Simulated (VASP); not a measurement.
Set up this calculation in VASP 6.6.1, as the native input.

```
Task                   : relaxation of shape and atoms at fixed volume
Functional             : PBE
Potentials or basis    : VASP PAW PBE potentials, release 64 (Pb_d, S)
Cutoff                 : 600 eV
k mesh                 : 8 × 8 × 6
Occupations            : gaussian, width 0.02 eV
Spin                   : no spin polarisation
Dipole correction      : no
Further INCAR settings : ALGO = Normal; EDIFF = 1e-06; IBRION = 2; EDIFFG = -0.01; NSW = 50; ISIF = 4
```

The structure of PbS lies in POSCAR:

```
PbS
1.0
    4.2051408494      0.0000000000      0.0000000000
    0.0000000000      4.2051408494      0.0000000000
    0.0000000000      0.0000000000      5.9483976372
Pb S
2 2
Direct
    0.5000000000      0.0000000000      0.7488913845
    0.0000000000      0.5000000000      0.2511086155
    0.5000000000      0.0000000000      0.2514106328
    0.0000000000      0.5000000000      0.7485893672
```

This cell differs from its parent crystal: volume scaled by 0.97.

The input as run:

INCAR

```
SYSTEM = PbS
PREC     = Accurate       ! precision mode
ENCUT    = 600            ! plane-wave cutoff, eV
EDIFF    = 1E-6           ! SCF threshold, eV
ISMEAR   = 0              ! smearing method
SIGMA    = 0.02           ! smearing width, eV
LREAL    = .FALSE.        ! projectors in reciprocal space
LASPH    = .TRUE.         ! aspherical terms in the spheres
NELM     = 100            ! most SCF steps
ALGO     = Normal         ! electronic algorithm
ISIF     = 4              ! what is computed and relaxed
LWAVE    = .FALSE.        ! write WAVECAR
LCHARG   = .FALSE.        ! write CHGCAR
GGA      = PE             ! functional
IBRION   = 2              ! ionic algorithm
NSW      = 50             ! ionic steps
EDIFFG   = -0.01          ! ionic threshold
```

KPOINTS

```
regular mesh
0
G
  8 8 6
  0 0 0
```

Potentials or basis: VASP PAW PBE potentials, release 64 (Pb_d, S).

Command:

```console
$ cat potpaw_PBE.64/Pb_d/POTCAR potpaw_PBE.64/S/POTCAR > POTCAR
$ mpirun -np 1 vasp_std > vasp.out
```

It gave:

| Quantity | Value |
| --- | --- |
| Energy gained by relaxing | 0.0 meV/atom |
| Ionic steps | 3 |
| Pressure after relaxing | 1.7 GPa |
| Largest force after relaxing | 0.008 eV/Å |
| Band gap on the k mesh | 0.40 eV |

Caveat: spin-orbit coupling is left out, which moves the levels of the heavy elements.

Run time: 4.3 min on 1 thread of AMD EPYC 7R13 Processor (Zen 3), with other jobs on the host, peak memory 0.31 GiB.
